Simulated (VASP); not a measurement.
## TePb: single point with PBE+D3(BJ)

The system is TePb.

```xyz
2
Lattice="0.0000 3.2310 3.2310 3.2310 0.0000 3.2310 3.2310 3.2310 0.0000" Properties=species:S:1:pos:R:3 pbc="T T T"
Pb    0.0000    0.0000    0.0000
Te    3.2310    3.2310    3.2310
```

| Property | Result |
| --- | --- |
| Program | VASP 6.6.1 |
| Task | single point |
| Functional | PBE |
| Dispersion | D3(BJ) |
| Potentials or basis | VASP PAW PBE potentials, release 64 (Pb_d, Te) |
| Cutoff | 500 eV |
| k mesh | 7 × 7 × 7 |
| Occupations | methfessel-paxton, width 0.05 eV |
| Spin | no spin polarisation |

The pressure is 0.1 GPa and the dispersion energy per atom is -0.402 eV.

Levels at points of the mesh, in eV from the Fermi level:
```csv
k point,band 7,band 8,band 9,band 10,band 11,band 12,band 13,band 14
"(0.00, 0.00, 0.00)",-5.53,-1.29,-1.29,-1.29,4.14,4.14,4.14,5.86
```

It took 12 s on 1 thread of Intel(R) Xeon(R) Platinum 8488C (Sapphire Rapids) (shared host), peak memory 0.21 GiB.

Caveat: this odd mesh misses L, where the gap lies, so gap, dielectric constants and Born charges aren't listed; spin-orbit coupling is left out, which moves the levels of the heavy elements.
